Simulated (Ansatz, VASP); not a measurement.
**Two plane-wave programs on LiF**

```
CELL_PARAMETERS angstrom
3.21401 0.00000 0.00000
-1.60700 2.78341 0.00000
0.00000 0.00000 4.63685
ATOMIC_POSITIONS crystal
Li 0.33333 0.66667 0.36067
Li 0.66667 0.33333 0.86067
F 0.33333 0.66667 0.99393
F 0.66667 0.33333 0.49393
```

Alike in both runs: task single point; functional PBE; k mesh 9 × 9 × 6; occupations gaussian, width 0.05 eV; no spin polarisation.

|  | VASP | Ansatz |
| --- | --- | --- |
| version | VASP 6.6.1 | Ansatz 0.2.0 |
| potentials or method | VASP PAW PBE potentials, release 64 (Li_sv, F), cutoff 520 eV | scalar-relativistic, plane waves, PAW |
| valence electrons in the cell | 20 | 20 |

|  | VASP | Ansatz | Ansatz less VASP |
| --- | --- | --- | --- |
| gap on the k mesh at the Fermi level (eV) | 7.60 | 7.61 | +0.012 |
| least direct gap on the mesh (eV) | 7.60 | 7.61 | +0.012 |
| rms of the force components (eV/Å) | 0.562 | 0.532 | -0.0305 |

Atom by atom the forces differ by 0.031 eV/Å (rms over components). The functional is the same, so the differences come from potentials, cutoffs and numerics.

Noted on VASP's run: the cutoff is short for stress, so the pressure is rough.
